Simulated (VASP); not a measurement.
# H20CO9 in VASP: further runs, part 2 of 2

VASP 6.6.1. The steps go on from the part before.

## (3) Single point, PBE+D3(BJ)

File INCAR:

```
PREC = Accurate ; ENCUT = 520
EDIFF = 1E-7 ; ISMEAR = -1
SIGMA = 0.02 ; LREAL = Auto
LASPH = T ; NELM = 80
ALGO = Normal ; ISIF = 2
LWAVE = F ; LCHARG = F
GGA = PE ; IVDW = 12
NBANDS = 60
```

File KPOINTS:

```
Automatic mesh
0
Gamma
  1 1 1
```

File POSCAR:

```
H20CO9
1.0
    6.7459970000      0.0000000000      0.0000000000
    0.0000000000      6.7459970000      0.0000000000
    0.0000000000      0.0000000000      6.7459970000
O H C
9 20 1
Direct
    0.6527871269      1.1625561055     -0.0290097965
    0.3015714356      0.4599171924      0.8751856842
    1.1033209769      0.2722503434      0.5921734030
    0.2890751360      0.9651501476      0.4576640043
    0.3156242139     -0.0381707848      0.9816784680
    0.7261195046      0.4201009873      0.2543137805
   -0.0615476111      0.7223246616     -0.0147939586
    0.7713315022      0.3701157887      0.6301959518
    0.5682332797      0.6808482127      0.5233770486
    0.5568635741      1.0654318405      0.0002075305
    0.7590130858      1.0752154203     -0.0547287525
    0.4157724944      0.4559296424      0.7875781741
    0.1952713587      0.3850579833      0.8228138850
    1.1390903376      0.3996295877      0.5172548995
    0.9711092371      0.2883191321      0.5932999970
    0.2384376987      1.0774093140      0.5476432913
    0.2378299308      0.9842725990      0.3198044707
    0.2459977376      0.0970204997      0.9579755224
    0.3421881154     -0.1097095062      0.8448565868
    0.6034541670      0.4957903183      0.2341240294
    0.7201900623      0.3190632904      0.1355322275
    0.0932701275      0.7479398523     -0.0265935487
   -0.0714349562      0.6232881515      0.0967388512
    0.6546252541      0.3362290259      0.5411801992
    0.7756007007      0.3009191970      0.7603916812
    0.8666324637      0.7265049184      0.6267124044
    0.5188113781      0.7841094504      0.4401425023
    0.6332199673      0.9690487559      0.6637862424
    0.6671215537      0.7676997188      0.8094281690
    0.6927663917      0.8013048331      0.6549958442
```

Potentials or basis: VASP PAW PBE potentials, release 64 (O, H, C).

Run with:

```sh
> cat potpaw_PBE.64/O/POTCAR potpaw_PBE.64/H/POTCAR potpaw_PBE.64/C/POTCAR > POTCAR
> mpirun -np 1 vasp_gam > vasp.out
```

OUTCAR:

```text
PREC = Accurate
   ENCUT = 520
   EDIFF = 1E-7
   ISMEAR = -1
   LREAL = Auto
   LASPH = T
   NELM = 80
   ISIF = 2
   GGA = PE
   IVDW = 12
 IVDW          = 12

 ion  position               nearest neighbor table
   1  0.653  0.163  0.971-  10 0.94  11 0.94
   2  0.302  0.460  0.875-  13 0.95  12 0.97
   3  0.103  0.272  0.592-  15 0.90  14 1.03
   4  0.289  0.965  0.458-  17 1.00  16 1.03
   5  0.316  0.962  0.982-  18 1.04  19 1.06
   6  0.726  0.420  0.254-  20 0.98  21 1.05
   7  0.938  0.722  0.985-  23 1.01  22 1.06
   8  0.771  0.370  0.630-  25 1.00  24 1.02
   9  0.568  0.681  0.523-  27 0.95  30 1.47
  10  0.557  0.065  0.000-   1 0.94
  11  0.759  0.075  0.945-   1 0.94
  12  0.416  0.456  0.788-   2 0.97
  13  0.195  0.385  0.823-   2 0.95
  14  0.139  0.400  0.517-   3 1.03
  15  0.971  0.288  0.593-   3 0.90
[... 12 lines left out ...]
  28  0.633  0.969  0.664-  30 1.20
  29  0.667  0.768  0.809-  30 1.08
  30  0.693  0.801  0.655-  29 1.08  28 1.20  26 1.29   9 1.47

  LATTYP: Found a simple cubic cell.
 ALAT       =     6.7459970000

  Lattice vectors:

 A1 = (   6.7459970000,   0.0000000000,   0.0000000000)
 A2 = (   0.0000000000,   6.7459970000,   0.0000000000)
 A3 = (   0.0000000000,   0.0000000000,   6.7459970000)

Analysis of symmetry for initial positions (statically):
=====================================================================
 Subroutine PRICEL returns:
 Original cell was already a primitive cell.

 Routine SETGRP: Setting up the symmetry group for a
 simple cubic supercell.

 Subroutine GETGRP returns: Found  1 space group operations
 (whereof  1 operations were pure point group operations)
 out of a pool of 48 trial point group operations.

The static configuration has the point symmetry C_1 .

Analysis of symmetry for dynamics (positions and initial velocities):
=====================================================================
 Subroutine PRICEL returns:
 Original cell was already a primitive cell.

 Routine SETGRP: Setting up the symmetry group for a
 simple cubic supercell.

 Subroutine GETGRP returns: Found  1 space group operations
 (whereof  1 operations were pure point group operations)
 out of a pool of 48 trial point group operations.

The dynamic configuration has the point symmetry C_1 .

 Subroutine INISYM returns: Found  1 space group operations
 (whereof  1 operations are pure point group operations),
 and found     1 'primitive' translations

----------------------------------------------------------------------------------------

                                     Primitive cell

  volume of cell :     307.0000

  direct lattice vectors                    reciprocal lattice vectors
     6.745997000  0.000000000  0.000000000     0.148236058  0.000000000  0.000000000
     0.000000000  6.745997000  0.000000000     0.000000000  0.148236058  0.000000000
     0.000000000  0.000000000  6.745997000     0.000000000  0.000000000  0.148236058

  length of vectors
     6.745997000  6.745997000  6.745997000     0.148236058  0.148236058  0.148236058

  position of ions in fractional coordinates (direct lattice)
     0.652787127  0.162556106  0.970990204
     0.301571436  0.459917192  0.875185684
     0.103320977  0.272250343  0.592173403
     0.289075136  0.965150148  0.457664004
     0.315624214  0.961829215  0.981678468
     0.726119505  0.420100987  0.254313780
[... 22 lines left out ...]
     0.667121554  0.767699719  0.809428169
     0.692766392  0.801304833  0.654995844

  ion indices of the primitive-cell ions
   primitive index   ion index
                 1           1
                 2           2
                 3           3
                 4           4
                 5           5
                 6           6
[... 22 lines left out ...]
                29          29
                30          30

----------------------------------------------------------------------------------------

 KPOINTS: Automatic mesh

Automatic generation of k-mesh.
 Grid dimensions read from file:
 generate k-points for:    1    1    1

 Generating k-lattice:

  Cartesian coordinates                     Fractional coordinates (reciprocal lattice)
     0.148236058  0.000000000  0.000000000     1.000000000  0.000000000  0.000000000
     0.000000000  0.148236058  0.000000000     0.000000000  1.000000000  0.000000000
     0.000000000  0.000000000  0.148236058     0.000000000  0.000000000  1.000000000

  Length of vectors
     0.148236058  0.148236058  0.148236058

  Shift w.r.t. Gamma in fractional coordinates (k-lattice)
     0.000000000  0.000000000  0.000000000

 Subroutine IBZKPT returns following result:
 ===========================================

 Found      1 irreducible k-points:

 Following reciprocal coordinates:
            Coordinates               Weight
  0.000000  0.000000  0.000000      1.000000
   k-points           NKPTS =      1   k-points in BZ     NKDIM =      1   number of bands    NBANDS=     60
   number of dos      NEDOS =    301   number of ions     NIONS =     30
   total plane-waves  NPLWV = 125000
   dimension x,y,z NGX =    50 NGY =   50 NGZ =   50
   dimension x,y,z NGXF=   100 NGYF=  100 NGZF=  100
   ions per type =               9  20   1
   NGX,Y,Z   is equivalent  to a cutoff of  12.32, 12.32, 12.32 a.u.
   NGXF,Y,Z  is equivalent  to a cutoff of  24.64, 24.64, 24.64 a.u.
 SYSTEM =  unknown system
   PREC   = accura    normal or accurate (medium, high low for compatibility)
   ISTART =      0    job   : 0-new  1-cont  2-samecut
   ICHARG =      2    charge: 1-file 2-atom 10-const
   ISPIN  =      1    spin polarized calculation?
   LNONCOLLINEAR =      F non collinear calculations
   LSORBIT =      F    spin-orbit coupling
   LASPH  =      T    aspherical Exc in radial PAW
   ENCUT  =  520.0 eV  38.22 Ry    6.18 a.u.  12.54 12.54 12.54*2*pi/ulx,y,z
   NELM   =     80;   NELMIN=  2; NELMDL= -5     # of ELM steps
   EDIFF  = 0.1E-06   stopping-criterion for ELM
   LREAL  =      T    real-space projection
   EDIFFG = 0.1E-05   stopping-criterion for IOM
   NSW    =      0    number of steps for IOM
   IBRION =     -1    ionic relax: 0-MD 1-quasi-New 2-CG
   NFREE  =      0    steps in history (QN), initial steepest desc. (CG)
   ISIF   =      2    stress and relaxation
   ISYM   =      2    0-nonsym 1-usesym 2-fastsym
   POTIM  = 0.5000    time-step for ionic-motion
   TEBEG  =    0.0;   TEEND  =   0.0 temperature during run
   PSTRESS=    0.0 pullay stress
   NELECT =      78.0000    total number of electrons
   NUPDOWN=      -1.0000    fix difference up-down
   EMIN   =  10.00;   EMAX   =-10.00  energy-range for DOS
   EFERMI =   0.00;   METHOD = LEGACY
   ISMEAR =    -1;   SIGMA  =   0.02  broadening in eV -4-tet -1-fermi 0-gaus
   EFERMI_NEDOS =   21; number of points for ismear=-14 and -15
   IALGO  =     38    algorithm
   IMIX   =      4    mixing-type and parameters
     AMIX     =   0.40;   BMIX     =  1.00
     AMIX_MAG =   1.60;   BMIX_MAG =  1.00
  volume/ion in A,a.u.               =      10.23        69.06
  Fermi-wavevector in a.u.,A,eV,Ry     =   1.036876  1.959412 14.627789  1.075112
  Thomas-Fermi vector in A             =   2.171288
   LORBIT       =      0    0 simple, 1 ext, 2 COOP (PROOUT), +10 PAW based schemes
   GGA     = PE    functional components
   LHFCALC =     F    Hartree Fock is set to
   AEXX    =    0.0000 exact exchange contribution
   IVDW    =    12    specifies the selected vdW correction
   LEPSILON=     F    determine dielectric tensor
   LRPA    =     F    only Hartree local field effects (RPA)
 non-spin polarized calculation
  energy-cutoff  :      520.00
  volume of cell :      307.00
 maximum number of plane-waves:      4145
 NGX is ok and might be reduce to    50
   NGX = 25   NGY = 25   NGZ = 25

 number of electron      77.9999990 magnetization

 Free energy of the ion-electron system (eV)
  ---------------------------------------------------
  ext. energy  EPLUGINS =         0.00000000
  ---------------------------------------------------
  free energy    TOTEN  =      -142.96691865 eV

  energy without entropy =     -142.96691865  energy(sigma->0) =     -142.96691865

 E-fermi :  -1.9925     XC(G=0):  -6.7308

 val. band max:       -2.5517726618   @ k =   0.0000   0.0000   0.0000
 cond. band min:       0.6589346197   @ k =   0.0000   0.0000   0.0000
 fundamental gap:      3.2107072815
 Fermi energy:        -1.9924615094

 k-point     1 :       0.0000    0.0000    0.0000
  band No.  band energies     occupation
      1     -23.6919      2.00000
      2     -23.1053      2.00000
      3     -22.4614      2.00000
      4     -21.9195      2.00000
      5     -21.8577      2.00000
      6     -21.5341      2.00000
[... 43 lines left out ...]
     50       5.6908      0.00000
     51       6.1428      0.00000
 [bands above 51 left out]

------------------------ aborting loop because EDIFF is reached ----------------------------------------

 Edisp (eV)   -1.02225

 E8    (eV) :    -0.2118

  FORCE on cell =-STRESS in cart. coord.  units (eV):
  Direction    XX          YY          ZZ          XY          YZ          ZX
  --------------------------------------------------------------------------------------
  -------------------------------------------------------------------------------------
  Total       5.46724    -5.64597    -2.91716     2.02550    -2.54030     1.02288
  in kB      28.53251   -29.46528   -15.22411    10.57072   -13.25736     5.33824
  external pressure =       -5.39 kB  Pullay stress =        0.00 kB

 VOLUME and BASIS-vectors are now :
 -----------------------------------------------------------------------------
  energy-cutoff  :      520.00
  volume of cell :      307.00
      direct lattice vectors                 reciprocal lattice vectors
     6.745997000  0.000000000  0.000000000     0.148236058  0.000000000  0.000000000
     0.000000000  6.745997000  0.000000000     0.000000000  0.148236058  0.000000000
     0.000000000  0.000000000  6.745997000     0.000000000  0.000000000  0.148236058

 POSITION                                       TOTAL-FORCE (eV/Angst)
 -----------------------------------------------------------------------------------
      4.40370      1.09660      6.55030         1.297006      1.724775     -0.383698
      2.03440      3.10260      5.90400         1.406351      1.243358      1.795398
      0.69700      1.83660      3.99480         7.193382      1.287691     -1.109730
      1.95010      6.51090      3.08740        -0.197367      0.527960     -0.333677
      2.12920      6.48850      6.62240        -0.461069      0.333903     -2.311528
      4.89840      2.83400      1.71560        -0.266200     -0.978394     -1.979566
[... 22 lines left out ...]
      4.50040      5.17890      5.46040        -0.137515     -0.998810      0.498229
      4.67340      5.40560      4.41860         1.078635     -0.709873     -0.564455
 -----------------------------------------------------------------------------------
    total drift:                               -0.006425      0.002580     -0.011007

  FREE ENERGIE OF THE ION-ELECTRON SYSTEM (eV)
  ---------------------------------------------------
  free  energy   TOTEN  =      -143.9891729427 eV

  energy  without entropy=     -143.9891729427  energy(sigma->0) =     -143.98917294
```

Wall time 35 s (1 thread of Intel Xeon Platinum 8375C at 2.90GHz (Ice Lake), shared host); peak memory 0.31 GiB.

Results:

```
Free energy                : -143.9892 eV
Pressure                   : -0.5 GPa
Largest force              : 7.392 eV/Å
Dispersion energy per atom : -0.034 eV
```

Forces on the atoms (eV/Å):
```
O    1.297  1.725 -0.384
O    1.406  1.243  1.795
O    7.193  1.288 -1.110
O   -0.197  0.528 -0.334
O   -0.461  0.334 -2.312
O   -0.266 -0.978 -1.980
O    2.988 -0.217  0.969
O   -1.368 -0.494  0.442
O    0.664  0.699  1.346
H   -2.552 -1.127  0.701
H    1.864 -1.057 -0.235
H   -0.194 -0.141 -0.251
H   -0.860 -0.663 -1.347
H   -0.022 -1.744  0.986
H   -6.102  0.341 -0.228
H   -0.050 -0.824 -1.820
H    0.259  0.088  1.565
H    1.215 -2.191 -0.178
H   -0.761  1.597  2.332
H    0.453 -0.029  0.187
H   -0.257  1.188  1.706
H   -2.886 -0.538  0.373
H   -0.167  0.782 -0.744
H    1.570  0.264  1.117
H   -1.347  0.435 -0.970
H   -2.788  2.500  0.461
H   -1.187  0.612 -0.751
H    1.613 -1.910 -1.271
H   -0.138 -0.999  0.498
C    1.079 -0.710 -0.564
```

Caveat: the k points lie up to 0.93 Å⁻¹ apart.

## (4) Single point, PBE+D3(BJ)

File INCAR:

```
SYSTEM = H20CO9
ALGO = Normal
EDIFF = 1E-6
ENCUT = 520
GGA = PE
ISIF = 2
ISMEAR = -1
IVDW = 12
LASPH = .True.
LCHARG = .False.
LREAL = Auto
LWAVE = .False.
NBANDS = 60
NELM = 100
PREC = Accurate
SIGMA = 0.02
```

File KPOINTS:

```
k-points
0
Gamma
  1 1 1
  0 0 0
```

File POSCAR:

```
H20CO9
1.0
    6.7459970000      0.0000000000      0.0000000000
    0.0000000000      6.7459970000      0.0000000000
    0.0000000000      0.0000000000      6.7459970000
O H C
9 20 1
Direct
    0.7044918638      1.0707535150     -0.0827305438
    0.4196266319      0.4535726891      0.9250819412
    1.1432557708      0.2151201668      0.6677441452
    0.2451972629      0.8775722847      0.3572192517
    0.2912838532     -0.1112066904      0.9742370179
    0.7600507382      0.4018234814      0.1872962588
   -0.0721464892      0.6416545990     -0.0125111233
    0.7802849601      0.2951083435      0.6371037520
    0.5741775456      0.6200714290      0.5658911500
    0.5701158776      1.1183669367     -0.0241921246
    0.7709905593      0.9512900762     -0.0319003996
    0.4751113883      0.5431813859      0.8217021146
    0.2802254433      0.4471392442      0.8991851019
    1.2147055506      0.2784910815      0.5573824003
    1.0215391439      0.2627039413      0.6150610503
    0.2701305678      1.0143645187      0.3765788808
    0.2081975429      0.8630303275      0.2267122265
    0.2083754262     -0.1857546038      0.8749188593
    0.3431220026     -0.2038097556      1.0681149132
    0.6387047015      0.3758080533      0.1260006490
    0.8298847450      0.2583013304      0.1538838514
    0.0330269936      0.6639196549      0.0896235204
   -0.1526534921      0.5307295571      0.0417580974
    0.7158912167      0.3021347326      0.5034541225
    0.6773350181      0.2393864095      0.7189448795
    0.8851026764      0.7865108745      0.5949750645
    0.4526684492      0.6963092335      0.5408540798
    0.6821082191      0.9099173925      0.5490663574
    0.7092354177      0.8065968603      0.7990812922
    0.7135490870      0.7849692195      0.6193598960
```

Run with:

```sh
> cat potpaw_PBE.64/O/POTCAR potpaw_PBE.64/H/POTCAR potpaw_PBE.64/C/POTCAR > POTCAR
> mpirun -np 1 vasp_gam > vasp.out
```

Run time: 33 s. Hardware: 1 thread of Intel Xeon Platinum 8375C at 2.90GHz (Ice Lake), shared host; peak memory 0.32 GiB.

The run converged. Its results:

```
Free energy                : -143.5552 eV
Pressure                   : 1.8 GPa
Largest force              : 6.268 eV/Å
Dispersion energy per atom : -0.034 eV
```

Forces in eV/Å, atoms in the order of the input:
```
O   -1.467  1.891  1.659
O    1.163  0.426  0.349
O    2.417  0.217 -0.976
O    0.721 -1.223  3.491
O   -1.193  0.240 -1.618
O    3.104 -4.178  1.173
O    2.043  1.676 -0.071
O   -0.848  0.401 -2.608
O    0.962  1.492  0.211
H    2.047 -1.857 -0.563
H   -0.844  0.147  0.518
H    0.031 -0.558 -0.029
H   -0.910 -0.421 -0.373
H    1.094 -0.260  0.626
H   -2.836 -0.065  0.687
H    0.041  1.169  0.340
H   -1.184  0.279 -2.764
H    0.789  0.684  1.044
H    0.907 -1.118 -0.208
H   -2.687  0.030 -1.092
H   -1.434  3.073  0.510
H   -1.198 -0.323 -0.722
H    0.135  0.029  0.353
H    0.676  0.553  1.027
H    0.220 -0.374  0.476
H   -1.669 -1.599 -0.298
H    0.032 -0.079 -0.446
H   -1.871  3.864 -2.011
H   -0.360 -0.734 -3.519
C    2.118 -3.379  4.835
```

Stress tensor (GPa, compression positive):
```
 0.84  0.31  0.18
 0.31  2.61 -2.22
 0.18 -2.22  1.96
```

Levels at points of the mesh, in eV from the Fermi level:
```csv
k point,band 37,band 38,band 39,band 40,band 41,band 42
"(0.00, 0.00, 0.00)",-1.37,-0.98,-0.59,2.80,5.27,5.60
```

Caveat: the k points lie up to 0.93 Å⁻¹ apart.

## (5) Overview

| cell | pressure (GPa) | largest force (eV/Å) |
| --- | --- | --- |
| as given, atomic positions A | 2.7 | 6.75 |
| as given, atomic positions B | -0.5 | 7.39 |
| as given, atomic positions C | 1.8 | 6.27 |

Alike in all rows: task single point; level PBE+D3(BJ); potentials or basis VASP PAW PBE potentials, release 64 (O, H, C); no spin polarisation; k mesh 1 × 1 × 1; cutoff (eV) 520; smearing fermi-dirac 0.02 eV.

Caveats: all runs use coarse meshes.

Total energies depend on the potentials used, so only differences within one code and one set of settings carry meaning.
